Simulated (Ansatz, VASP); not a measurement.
**Two plane-wave programs on TaN**

The input POSCAR:

```
TaN
1.0
    2.9380011100      0.0000000000      0.0000000000
   -1.4690005500      2.5443836000      0.0000000000
    0.0000000000      0.0000000000      2.8830022100
Ta N
1 1
Direct
    0.3333333333      0.6666666667      0.5000000000
    0.0000000000      0.0000000000      0.0000000000
```

Contents of INCAR.step1:

```
SYSTEM = TaN
PREC = Accurate ; ENCUT = 520
EDIFF = 1E-5 ; ISMEAR = -1
SIGMA = 0.05 ; LREAL = .False.
LASPH = .True. ; NELM = 80
ALGO = Normal ; ISIF = 2
LWAVE = .True. ; GGA = PE
NBANDS = 15
```

INCAR.step2

```
SYSTEM = TaN
PREC = Accurate ; ENCUT = 520
EDIFF = 1E-6 ; ISMEAR = -1
SIGMA = 0.05 ; LREAL = .False.
LASPH = .True. ; NELM = 80
ALGO = Normal ; ISIF = 2
LWAVE = .False. ; LCHARG = .True.
GGA = PE ; LHFCALC = .True.
HFSCREEN = 0.2079 ; PRECFOCK = Normal
LELF = .True. ; LVHAR = .True.
ISTART = 1 ; NBANDS = 15
```

The input KPOINTS:

```
Automatic mesh
0
Gamma
  5 5 5
  0 0 0
```

input

```
crystal:
  lattice:
    - [2.93800111, 0.0, 0.0]
    - [-1.46900055, 2.5443836, 0.0]
    - [0.0, 0.0, 2.88300221]
  atoms:
    - { symbol: Ta, position: [0.3333333333, 0.6666666667, 0.5] }
    - { symbol: "N", position: [0.0, 0.0, 0.0] }
hamiltonian:
  xc: hse06
  pseudopotentials: { kind: paw }
kpoints:
  mp_grid: { grid: [5, 5, 5] }
  band_path:
    path:
      - [[0.0, 0.0, 0.0], [0.5, 0.0, 0.0], [0.3333333333, 0.3333333333, 0.0], [0.0, 0.0, 0.0], [0.0, 0.0, 0.5], [0.5, 0.0, 0.5], [0.3333333333, 0.3333333333, 0.5], [0.0, 0.0, 0.5]]
      - [[0.5, 0.0, 0.5], [0.5, 0.0, 0.0]]
      - [[0.3333333333, 0.3333333333, 0.0], [0.3333333333, 0.3333333333, 0.5]]
    npoints: 4
scf:
  occupations: { method: fermi_dirac, width: 0.05 }
  n_extra_bands: 6
output:
  forces: true
  stress: true
  eigenvalues: true
  fatbands: false
```

Alike in both runs: functional HSE06; k mesh 5 × 5 × 5; occupations fermi-dirac, width 0.05 eV; no spin polarisation.

|  | VASP | Ansatz |
| --- | --- | --- |
| version | VASP 6.6.1 | Ansatz 0.2.0 |
| potentials or method | VASP PAW PBE potentials, release 64 (Ta_pv, N) | Ansatz PAW |
| plane-wave cutoff (eV) | 520 | 420 |
| valence electrons in the cell | 16 | 18 |
| task | single point | band structure |

```csv
,VASP,Ansatz,Ansatz less VASP
gap on the k mesh at the Fermi level (eV),none,none,-
pressure (GPa),-4.3,-3.7,+0.65
"traceless stress, the component that is largest in VASP (GPa)",-0.57,-0.58,-0.017
```

A gap of «none» marks a metal or a gap that the smearing closes. VASP's potentials hold 16 valence electrons a cell and Ansatz's 18, so a difference there can come from the potentials and not from the codes.

The k mesh is coarse, so the values compare programs but aren't converged. Spin-orbit coupling is off throughout.
